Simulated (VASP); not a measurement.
Write the native input for VASP 6.6.1 that does the following.

| Item | Value |
| --- | --- |
| Task | single point |
| Functional | PBE-based screened hybrid with 25 % exact exchange |
| Potentials or basis | VASP PAW PBE potentials, release 64 (Ta_pv, F) |
| Cutoff | 520 eV |
| k mesh | 4 × 4 × 4 |
| Occupations | fermi-dirac, width 0.05 eV |
| Spin | no spin polarisation |
| Dipole correction | no |
| Grid for exact exchange (PRECFOCK) | Normal |
| Share of exact exchange | 0.25 |
| Further INCAR settings | ALGO = Normal; EDIFF = 1e-07; NBANDS = 24 |
| Screening parameter | 0.3 1/Å |

Crystal: TaF3.

```
Ta F
1.0
     3.90120    0.00000    0.00000
     0.00000    3.90120    0.00000
     0.00000    0.00000    3.90120
Ta F
1 3
Direct
  0.00000 0.00000 0.00000
  0.00000 0.00000 0.50000
  0.00000 0.50000 0.00000
  0.50000 0.00000 0.00000
```

One way to write it, as run:

POSCAR

```
TaF3
1.0
    3.9012000000      0.0000000000      0.0000000000
    0.0000000000      3.9012000000      0.0000000000
    0.0000000000      0.0000000000      3.9012000000
Ta F
1 3
Direct
    0.0000000000      0.0000000000      0.0000000000
    0.0000000000      0.0000000000      0.5000000000
    0.0000000000      0.5000000000      0.0000000000
    0.5000000000      0.0000000000      0.0000000000
```

INCAR.step1

```
  ALGO = Normal
  EDIFF = 1E-5
  ENCUT = 520
  GGA = PE
  ISIF = 2
  ISMEAR = -1
  LASPH = T
  LCHARG = F
  LREAL = F
  LWAVE = T
  NBANDS = 24
  NELM = 100
  PREC = Accurate
  SIGMA = 0.05
```

INCAR.step2

```
  AEXX = 0.25
  ALGO = Normal
  EDIFF = 1E-7
  ENCUT = 520
  GGA = PE
  HFSCREEN = 0.3
  ISIF = 2
  ISMEAR = -1
  ISTART = 1
  LASPH = T
  LCHARG = F
  LHFCALC = T
  LREAL = F
  LWAVE = F
  NBANDS = 24
  NELM = 100
  PREC = Accurate
  PRECFOCK = Normal
  SIGMA = 0.05
```

KPOINTS

```
k-points
0
Gamma
  4 4 4
```

Potentials or basis: VASP PAW PBE potentials, release 64 (Ta_pv, F).

Launch:

```sh
$ cat potpaw_PBE.64/Ta_pv/POTCAR potpaw_PBE.64/F/POTCAR > POTCAR
$ cp INCAR.step1 INCAR
$ mpirun -np 1 vasp_std > vasp.out
$ cp INCAR.step2 INCAR
$ mpirun -np 1 vasp_std > vasp.out
```

Results of the run:

| Quantity | Value |
| --- | --- |
| Pressure | 22.6 GPa |
| Band gap on the k mesh | zero (bands 16 and 17 overlap by 3.41 eV) |

Caveat: the k points lie up to 0.40 Å⁻¹ apart, too coarse for converged energies and pressures of a metal; the PAW data sets were made with another functional, which shifts forces and pressure a little; spin-orbit coupling is left out, which moves the levels of the heavy elements.

It took 62 min on 1 thread of Intel Xeon 8259CL, on a shared host, peak memory 0.29 GiB.
